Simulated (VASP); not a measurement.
# In2Au: electric field gradients with LDA

Crystal: In2Au.

```
In Au
1.0
     0.00000    3.18463    3.18463
     3.18463    0.00000    3.18463
     3.18463    3.18463    0.00000
In Au
2 1
Cartesian
  1.5923 1.5923 1.5923
  4.7770 4.7770 4.7770
  0.0000 0.0000 0.0000
```

| Item | Value |
| --- | --- |
| Program | VASP 6.6.1 |
| Task | electric field gradients |
| Functional | LDA |
| Potentials or basis | VASP PAW LDA potentials, release 64 (In_d, Au) |
| Cutoff | 520 eV |
| k mesh | 10 × 10 × 10 |
| Occupations | fermi-dirac, width 0.05 eV |
| Spin | no spin polarisation |
| Dipole correction | no |
| Further INCAR settings | ALGO = Normal; EDIFF = 1e-08; NBANDS = 26 |

| Item | Value |
| --- | --- |
| Pressure | 4.1 GPa |
| Band gap on the k mesh | zero (an odd number of electrons rules out a gap without spin polarisation) |
| Largest electric field gradient by atom | zero within the noise of the run |

Levels at points of the mesh, in eV from the Fermi level:
| k point | band 17 | band 18 | band 19 | band 20 | band 21 | band 22 |
| --- | --- | --- | --- | --- | --- | --- |
| (0.00, 0.00, 0.00) | 0.52 | 3.25 | 3.25 | 3.25 | 3.91 | 3.91 |
| (0.50, 0.00, 0.00) | -4.90 | 0.84 | 0.84 | 2.07 | 2.84 | 3.81 |
| (0.50, 0.50, 0.00) | -4.43 | -2.11 | -2.11 | -0.05 | 2.51 | 9.43 |

Run time: 30 s on 1 thread of Intel(R) Xeon(R) 6975P-C (Granite Rapids), on a shared host, peak memory 0.22 GiB.

Caveat: the cell stands under pressure; spin-orbit coupling is left out, which moves the levels of the heavy elements.
